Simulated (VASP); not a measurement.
Here is a VASP 6.6.1 calculation.

Contents of POSCAR:

```
NaI
1.0
    0.0000000000      3.2968610500      3.2968610500
    3.2968610500      0.0000000000      3.2968610500
    3.2968610500      3.2968610500      0.0000000000
Na I
1 1
Direct
    0.0000000000      0.0000000000      0.0000000000
    0.5000000000      0.5000000000      0.5000000000
```

INCAR.step1

```
ALGO     = Normal         # electronic algorithm
EDIFF    = 1E-4           # SCF threshold, eV
ENCUT    = 520            # plane-wave cutoff, eV
GGA      = PE             # functional
ISMEAR   = -1             # smearing method
LASPH    = T              # aspherical terms in the spheres
LCHARG   = F              # write CHGCAR
LREAL    = F              # projectors in reciprocal space
LWAVE    = T              # write WAVECAR
NBANDS   = 14             # bands
NELM     = 60             # most SCF steps
PREC     = Accurate       # precision mode
SIGMA    = 0.02           # smearing width, eV
```

The input INCAR.step2:

```
ALGO     = Normal         # electronic algorithm
EDIFF    = 1E-7           # SCF threshold, eV
ENCUT    = 520            # plane-wave cutoff, eV
ISIF     = 2              # what is computed and relaxed
ISMEAR   = -1             # smearing method
ISTART   = 1            
LASPH    = T              # aspherical terms in the spheres
LCHARG   = F              # write CHGCAR
LMIXTAU  = T            
LREAL    = F              # projectors in reciprocal space
LWAVE    = F              # write WAVECAR
METAGGA  = R2SCAN         # meta-GGA
NBANDS   = 14             # bands
NELM     = 60             # most SCF steps
PREC     = Accurate       # precision mode
SIGMA    = 0.02           # smearing width, eV
```

File KPOINTS:

```
k-points
0
Gamma
  8 8 8
```

Potentials or basis: VASP PAW PBE potentials, release 64 (Na_pv, I).

Command:

```console
$ cat potpaw_PBE.64/Na_pv/POTCAR potpaw_PBE.64/I/POTCAR > POTCAR
$ cp INCAR.step1 INCAR
$ mpirun -np 1 vasp_std > vasp.out
$ cp INCAR.step2 INCAR
$ mpirun -np 1 vasp_std > vasp.out
```

Problem. Estimate the pressure.

Solution. -1.0 GPa.

Problem. Estimate the band gap on the k mesh.

Solution. 4.28 eV.

Caveat: the PAW data sets were made with another functional, which shifts forces and pressure a little; spin-orbit coupling is left out, which moves the levels of the heavy elements. A k mesh can miss the band edges.
